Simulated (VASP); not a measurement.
# Si2Mo (I4/mmm) in VASP: further runs

Si2Mo is run at these levels: LDA; tasks: relaxation of cell and atoms, single point.

All numbers are computed with VASP 6.6.1; they aren't measurements. Logs are shortened: lines on timing, memory, paths and dates and some standing lists are left out, and cuts for length are marked.

### Step 1. The cell of the first run

The structure is tetragonal, space group I4/mmm (No. 139). Conventional cell: a = 3.168 Å, b = 3.168 Å, c = 7.782 Å, α = 90.00°, β = 90.00°, γ = 90.00°. Within 3.4 Å of Si (site symmetry 4mm) lie 9 Si at 2.59 to 3.17 Å and 5 Mo at 2.59 Å. Mo (site symmetry 4/mmm) has 10 Si at 2.59 Å and 4 Mo at 3.17 Å within 3.4 Å.

### Step 2. Relaxation of cell and atoms, LDA

INCAR

```
SYSTEM = Si2Mo
PREC = Accurate
ENCUT = 600
EDIFF = 1E-7
ISMEAR = -1
SIGMA = 0.05
LREAL = .False.
LASPH = .True.
NELM = 100
ALGO = Normal
ISIF = 3
LWAVE = .False.
LCHARG = .False.
GGA = CA
IBRION = 2
NSW = 100
EDIFFG = -0.005
```

KPOINTS

```
regular mesh
0
Gamma
  14 14 14
  0 0 0
```

POSCAR

```
Si2Mo
1.0
   -1.5838372788      1.5838372788      3.8907952652
    1.5838372788     -1.5838372788      3.8907952652
    1.5838372788      1.5838372788     -3.8907952652
Si Mo
2 1
Direct
    0.3330000000      0.3330000000      0.0000000000
    0.6670000000      0.6670000000      0.0000000000
    0.0000000000      0.0000000000      0.0000000000
```

Potentials or basis: VASP PAW LDA potentials, release 64 (Si, Mo_sv).

On the command line:

```console
$ cat potpaw_LDA.64/Si/POTCAR potpaw_LDA.64/Mo_sv/POTCAR > POTCAR
$ mpirun -np 1 vasp_std > vasp.out
```

OUTCAR:

```text
SYSTEM = Si2Mo
   PREC = Accurate
   ENCUT = 600
   EDIFF = 1E-7
   ISMEAR = -1
   LREAL = .False.
   LASPH = .True.
   NELM = 100
   ISIF = 3
   GGA = CA
   IBRION = 2
   NSW = 100
   EDIFFG = -0.005

 ion  position               nearest neighbor table
   1  0.333  0.333  0.000-   2 2.59   2 2.59   2 2.59   2 2.59   3 2.59   3 2.59   3 2.59   3 2.59
                             3 2.59   2 2.60
   2  0.667  0.667  0.000-   1 2.59   1 2.59   1 2.59   1 2.59   3 2.59   3 2.59   3 2.59   3 2.59
                             3 2.59   1 2.60
   3  0.000  0.000  0.000-   2 2.59   2 2.59   2 2.59   1 2.59   2 2.59   1 2.59   1 2.59   1 2.59
                             1 2.59   2 2.59

  LATTYP: Found a body centered tetragonal cell.
 ALAT       =     3.1676745576
 C/A-ratio  =     2.4565625000

  Lattice vectors:

 A1 = (  -1.5838372788,   1.5838372788,   3.8907952652)
 A2 = (   1.5838372788,  -1.5838372788,   3.8907952652)
 A3 = (   1.5838372788,   1.5838372788,  -3.8907952652)

Analysis of symmetry for initial positions (statically):
=====================================================================
 Subroutine PRICEL returns:
 Original cell was already a primitive cell.

 Routine SETGRP: Setting up the symmetry group for a
 body centered tetragonal supercell.

 Subroutine GETGRP returns: Found 16 space group operations
 (whereof 16 operations were pure point group operations)
 out of a pool of 16 trial point group operations.

The static configuration has the point symmetry D_4h.

Analysis of symmetry for dynamics (positions and initial velocities):
=====================================================================
 Subroutine PRICEL returns:
 Original cell was already a primitive cell.

 Routine SETGRP: Setting up the symmetry group for a
 body centered tetragonal supercell.

 Subroutine GETGRP returns: Found 16 space group operations
 (whereof 16 operations were pure point group operations)
 out of a pool of 16 trial point group operations.

The dynamic configuration has the point symmetry D_4h.

 Subroutine INISYM returns: Found 16 space group operations
 (whereof 16 operations are pure point group operations),
 and found     1 'primitive' translations

----------------------------------------------------------------------------------------

                                     Primitive cell

  volume of cell :      39.0409

  direct lattice vectors                    reciprocal lattice vectors
    -1.583837279  1.583837279  3.890795265     0.000000000  0.315688996  0.128508432
     1.583837279 -1.583837279  3.890795265     0.315688996  0.000000000  0.128508432
     1.583837279  1.583837279 -3.890795265     0.315688996  0.315688996  0.000000000

  length of vectors
     4.489473115  4.489473115  4.489473115     0.340843013  0.340843013  0.446451659

  position of ions in fractional coordinates (direct lattice)
     0.333000000  0.333000000  0.000000000
     0.667000000  0.667000000  0.000000000
     0.000000000  0.000000000  0.000000000

  ion indices of the primitive-cell ions
   primitive index   ion index
                 1           1
                 2           2
                 3           3

----------------------------------------------------------------------------------------

 KPOINTS: regular mesh

Automatic generation of k-mesh.
 Grid dimensions read from file:
 generate k-points for:   14   14   14

 Generating k-lattice:

  Cartesian coordinates                     Fractional coordinates (reciprocal lattice)
     0.000000000  0.022549214  0.009179174     0.071428571  0.000000000  0.000000000
     0.022549214  0.000000000  0.009179174     0.000000000  0.071428571  0.000000000
     0.022549214  0.022549214  0.000000000     0.000000000  0.000000000  0.071428571

  Length of vectors
     0.024345929  0.024345929  0.031889404

  Shift w.r.t. Gamma in fractional coordinates (k-lattice)
     0.000000000  0.000000000  0.000000000

 Subroutine IBZKPT returns following result:
 ===========================================

 Found    244 irreducible k-points:

 Following reciprocal coordinates:
            Coordinates               Weight
  0.000000  0.000000  0.000000      1.000000
  0.071429  0.000000 -0.000000      8.000000
  0.142857  0.000000 -0.000000      8.000000
  0.214286  0.000000 -0.000000      8.000000
  0.285714  0.000000 -0.000000      8.000000
  0.357143  0.000000 -0.000000      8.000000
[... 16 lines left out ...]
  0.214286  0.142857 -0.000000     16.000000
  0.285714  0.142857 -0.000000     16.000000
 [... further k-points ...]
   k-points           NKPTS =    244   k-points in BZ     NKDIM =    244   number of bands    NBANDS=     15
   number of dos      NEDOS =    301   number of ions     NIONS =      3
   total plane-waves  NPLWV =  46656
   dimension x,y,z NGX =    36 NGY =   36 NGZ =   36
   dimension x,y,z NGXF=    72 NGYF=   72 NGZF=   72
   ions per type =               2   1
   NGX,Y,Z   is equivalent  to a cutoff of  13.33, 13.33, 13.33 a.u.
   NGXF,Y,Z  is equivalent  to a cutoff of  26.66, 26.66, 26.66 a.u.
 SYSTEM =  Si2Mo
   PREC   = accura    normal or accurate (medium, high low for compatibility)
   ISTART =      0    job   : 0-new  1-cont  2-samecut
   ICHARG =      2    charge: 1-file 2-atom 10-const
   ISPIN  =      1    spin polarized calculation?
   LNONCOLLINEAR =      F non collinear calculations
   LSORBIT =      F    spin-orbit coupling
   LASPH  =      T    aspherical Exc in radial PAW
   ENCUT  =  600.0 eV  44.10 Ry    6.64 a.u.   8.97  8.97  8.97*2*pi/ulx,y,z
   NELM   =    100;   NELMIN=  2; NELMDL= -5     # of ELM steps
   EDIFF  = 0.1E-06   stopping-criterion for ELM
   LREAL  =      F    real-space projection
   EDIFFG = -.5E-02   stopping-criterion for IOM
   NSW    =    100    number of steps for IOM
   IBRION =      2    ionic relax: 0-MD 1-quasi-New 2-CG
   NFREE  =      1    steps in history (QN), initial steepest desc. (CG)
   ISIF   =      3    stress and relaxation
   ISYM   =      2    0-nonsym 1-usesym 2-fastsym
   POTIM  = 0.5000    time-step for ionic-motion
   TEBEG  =    0.0;   TEEND  =   0.0 temperature during run
   PSTRESS=    0.0 pullay stress
   NELECT =      22.0000    total number of electrons
   NUPDOWN=      -1.0000    fix difference up-down
   EMIN   =  10.00;   EMAX   =-10.00  energy-range for DOS
   EFERMI =   0.00;   METHOD = LEGACY
   ISMEAR =    -1;   SIGMA  =   0.05  broadening in eV -4-tet -1-fermi 0-gaus
   EFERMI_NEDOS =   21; number of points for ismear=-14 and -15
   IALGO  =     38    algorithm
   IMIX   =      4    mixing-type and parameters
     AMIX     =   0.40;   BMIX     =  1.00
     AMIX_MAG =   1.60;   BMIX_MAG =  1.00
  volume/ion in A,a.u.               =      13.01        87.82
  Fermi-wavevector in a.u.,A,eV,Ry     =   1.352205  2.555297 24.877689  1.828459
  Thomas-Fermi vector in A             =   2.479563
   LORBIT       =      0    0 simple, 1 ext, 2 COOP (PROOUT), +10 PAW based schemes
   GGA     = CA    functional components
   LHFCALC =     F    Hartree Fock is set to
   AEXX    =    0.0000 exact exchange contribution
   IVDW    =     0    specifies the selected vdW correction
   LEPSILON=     F    determine dielectric tensor
   LRPA    =     F    only Hartree local field effects (RPA)
 conjugate gradient relaxation of ions
 non-spin polarized calculation
  energy-cutoff  :      600.00
  volume of cell :       39.04
 maximum number of plane-waves:      1324
   NGX = 17   NGY = 17   NGZ = 17

--------------------------------------- Ionic step        1  -------------------------------------------

 number of electron      22.0000000 magnetization

 Free energy of the ion-electron system (eV)
  ---------------------------------------------------
  ext. energy  EPLUGINS =         0.00000000
  ---------------------------------------------------
  free energy    TOTEN  =       -25.81321108 eV

  energy without entropy =      -25.81082361  energy(sigma->0) =      -25.81201735

------------------------ aborting loop because EDIFF is reached ----------------------------------------

  FORCE on cell =-STRESS in cart. coord.  units (eV):
  Direction    XX          YY          ZZ          XY          YZ          ZX
  --------------------------------------------------------------------------------------
  -------------------------------------------------------------------------------------
  Total        0.3560343      0.3560343      0.1056461      0.0000000      0.0000000     -0.0000000
  in kB       14.6111006     14.6111006      4.3355544      0.0000000      0.0000000     -0.0000000
  external PRESSURE =      11.1859185 kB  Pullay stress =       0.0000000 kB
[... 207 lines left out ...]
  energy  without entropy=      -25.8176509479  energy(sigma->0) =      -25.81875531

--------------------------------------- Ionic step        7  -------------------------------------------

 number of electron      22.0000000 magnetization

 Free energy of the ion-electron system (eV)
  ---------------------------------------------------
  ext. energy  EPLUGINS =         0.00000000
  ---------------------------------------------------
  free energy    TOTEN  =       -25.81986366 eV

  energy without entropy =      -25.81765629  energy(sigma->0) =      -25.81875997

 E-fermi :  12.5589     XC(G=0): -12.6641

 val. band max:       12.4803218444   @ k =  -0.3571  -0.4286   0.3571
 cond. band min:      12.6081164050   @ k =  -0.4286  -0.4286   0.3571
 fundamental gap:      0.1277945606
 Fermi energy:        12.5589067374

 k-point     1 :       0.0000    0.0000    0.0000
  band No.  band energies     occupation
      1     -47.7886      2.00000
      2     -22.1502      2.00000
      3     -22.0564      2.00000
      4     -22.0564      2.00000
      5      -0.9905      2.00000
      6       6.0325      2.00000
      7       9.1812      2.00000
      8       9.3563      2.00000
      9       9.8793      2.00000
     10       9.8793      2.00000
     11      12.9320      0.00115
     12      15.7403      0.00000
     13      15.8223      0.00000
     14      16.1257      0.00000
     15      16.1257      0.00000
[... 397 lines left out ...]
 k-point    24 :       0.2857    0.1429   -0.0000
  band No.  band energies     occupation
      1     -47.7717      2.00000
      2     -22.2255      2.00000
      3     -22.1342      2.00000
      4     -22.0924      2.00000
      5       0.9519      2.00000
      6       5.1230      2.00000
      7       7.3935      2.00000
      8       9.0966      2.00000
      9       9.9092      2.00000
     10      10.2258      2.00000
     11      10.7523      2.00000
     12      14.4343      0.00000
     13      14.9445      0.00000
     14      16.2859      0.00000
     15      17.4343      0.00000

 [... further k-points ...]

------------------------ aborting loop because EDIFF is reached ----------------------------------------

  FORCE on cell =-STRESS in cart. coord.  units (eV):
  Direction    XX          YY          ZZ          XY          YZ          ZX
  --------------------------------------------------------------------------------------
  -------------------------------------------------------------------------------------
  Total        0.0006359      0.0006359     -0.0005637      0.0000000      0.0000000      0.0000000
  in kB        0.0259295      0.0259295     -0.0229859      0.0000000      0.0000000      0.0000000
  external PRESSURE =       0.0096243 kB  Pullay stress =       0.0000000 kB
[... 18 lines left out ...]
  FREE ENERGIE OF THE ION-ELECTRON SYSTEM (eV)
  ---------------------------------------------------
  free  energy   TOTEN  =       -25.8198636574 eV

  energy  without entropy=      -25.8176562902  energy(sigma->0) =      -25.81875997

 reached required accuracy - stopping structural energy minimisation
```

It took 7 min on 1 thread of Intel Xeon Platinum 8488C (Sapphire Rapids), shared host; peak memory 0.3 GiB.

Results:

```
Free energy                            : -25.8199 eV
Relaxed volume                         : 13.10 Å³/atom
Relaxed cell                           : a = 4.494 Å, b = 4.494 Å, c = 4.494 Å, α = 138.60°, β = 138.60°, γ = 59.99°
Space group after relaxing (to 0.05 Å) : I4/mmm (No. 139)
Energy gained by relaxing              : 2.2 meV/atom
Ionic steps                            : 7
Pressure after relaxing                : 0.0 GPa
Band gap on the k mesh                 : zero (band 11 reaches 13.05 eV, above the bottom of band 12 at 12.10 eV)
```

Step by step:
| step | energy change (eV) | largest force (eV/Å) | pressure (GPa) | volume (Å³) |
| --- | --- | --- | --- | --- |
| 1 | 0.0000 | 0.3239 | 1.12 | 39.04 |
| 2 | -0.0053 | 0.0450 | -1.52 | 39.56 |
| 3 | -0.0057 | 0.1027 | -0.99 | 39.45 |
| 4 | -0.0057 | 0.0922 | 1.00 | 39.14 |
| 5 | -0.0066 | 0.0050 | 0.01 | 39.29 |
| 6 | -0.0066 | 0.0010 | 0.00 | 39.29 |
| 7 | -0.0067 | 0.0005 | 0.00 | 39.29 |

Final structure:
```
CELL_PARAMETERS angstrom
-1.58859 1.58859 3.89227
1.58859 -1.58859 3.89227
1.58859 1.58859 -3.89227
ATOMIC_POSITIONS crystal
Si 0.33520 0.33520 0.00000
Si 0.66480 0.66480 0.00000
Mo 0.00000 0.00000 0.00000
```

Levels at points of the mesh, in eV from the Fermi level:
```
           k point  band 7  band 8  band 9  band 10  band 11  band 12  band 13  band 14  band 15
(0.00, 0.00, 0.00)   -3.38   -3.20   -2.68    -2.68     0.37     3.18     3.26     3.57     3.57
(0.50, 0.00, 0.00)   -5.05   -4.52   -2.67    -2.65    -0.54     2.30     3.13     4.20     4.23
(0.50, 0.50, 0.00)   -5.68   -5.19   -4.51    -3.15    -1.17     2.34     2.80     3.21     3.42
(0.50, 0.50, 0.50)   -3.68   -2.26   -0.61    -0.61    -0.46    -0.46     0.51     4.78     5.28
```

### Step 3. Single point, LDA

This run uses another cell than the first one, of 13.06 Å³/atom, 1.004 times its volume.

INCAR

```
PREC = Accurate ; ENCUT = 520
EDIFF = 1E-6 ; ISMEAR = -1
SIGMA = 0.05 ; LREAL = F
LASPH = T ; NELM = 100
ALGO = Normal ; ISIF = 2
LWAVE = F ; LCHARG = F
NBANDS = 18
```

KPOINTS

```
regular mesh
0
Gamma
  14 14 14
```

POSCAR

```
Si2Mo
1.0
   -1.5871209344      1.5871209344      3.8888705152
    1.5871209344     -1.5871209344      3.8888705152
    1.5871209344      1.5871209344     -3.8888705152
Si Mo
2 1
Direct
    0.3352445392      0.3352445392      0.0000000000
    0.6647554608      0.6647554608      0.0000000000
    0.0000000000      0.0000000000      0.0000000000
```

Potentials or basis: VASP PAW LDA potentials, release 64 (Si, Mo_sv).

On the command line:

```console
$ cat potpaw_LDA.64/Si/POTCAR potpaw_LDA.64/Mo_sv/POTCAR > POTCAR
$ mpirun -np 1 vasp_std > vasp.out
```

Wall time 2.7 min (1 thread of Intel Xeon Platinum 8259CL at 2.50GHz (Skylake/Cascade Lake), shared host); peak memory 0.29 GiB.

Results (log left out):

```yaml
Free_energy: -25.8196 eV
Pressure: 0.6 GPa
Largest_force: 0.013 eV/Å
Band_gap_on_the_k_mesh: zero (band 11 reaches 13.09 eV, above the bottom of band 12 at 12.14 eV)
```

Forces in eV/Å, atoms in the order of the input:
```
Si   0.000  0.000 -0.013
Si   0.000  0.000  0.013
Mo   0.000  0.000  0.000
```

Levels at points of the mesh, in eV from the Fermi level:
| k point | band 9 | band 10 | band 11 | band 12 | band 13 | band 14 |
| --- | --- | --- | --- | --- | --- | --- |
| (0.00, 0.00, 0.00) | -2.69 | -2.69 | 0.37 | 3.17 | 3.28 | 3.57 |
| (0.50, 0.00, 0.00) | -2.68 | -2.66 | -0.54 | 2.31 | 3.14 | 4.23 |
| (0.50, 0.50, 0.00) | -4.52 | -3.16 | -1.18 | 2.36 | 2.81 | 3.23 |
| (0.50, 0.50, 0.50) | -0.61 | -0.61 | -0.46 | -0.46 | 0.52 | 4.79 |
